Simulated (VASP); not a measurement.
Here is a VASP 6.6.1 calculation.

File INCAR:

```
PREC = Accurate
ENCUT = 520
EDIFF = 1E-8
ISMEAR = -1
SIGMA = 0.02
LREAL = False
LASPH = True
NELM = 100
ALGO = Normal
ISIF = 2
LWAVE = False
LCHARG = False
GGA = PS
LEFG = True
NBANDS = 16
```

File KPOINTS:

```
regular mesh
0
Gamma
  10 10 10
```

POSCAR

```
GaN
1.0
    0.0000000000      1.9655710232      1.9655710232
    1.9655710232      0.0000000000      1.9655710232
    1.9655710232      1.9655710232      0.0000000000
Ga N
1 1
Direct
    0.5000000000      0.5000000000      0.5000000000
    0.0000000000      0.0000000000      0.0000000000
```

Potentials or basis: VASP PAW PBE potentials, release 64 (Ga_d, N).

Launch:

```sh
$ cat potpaw_PBE.64/Ga_d/POTCAR potpaw_PBE.64/N/POTCAR > POTCAR
$ mpirun -np 1 vasp_std > vasp.out
```

Question: Estimate the pressure.

Answer: 80.4 GPa.

Question: Estimate the band gap on the k mesh.

Answer: 2.03 eV, indirect (least direct gap 5.67 eV).

Caveat: without QUAD_EFG the Cq values of the log hold for a quadrupole moment of 1 mb, not for the nuclei; the PAW data sets were made with another functional, which shifts forces and pressure a little. A k mesh can miss the band edges.
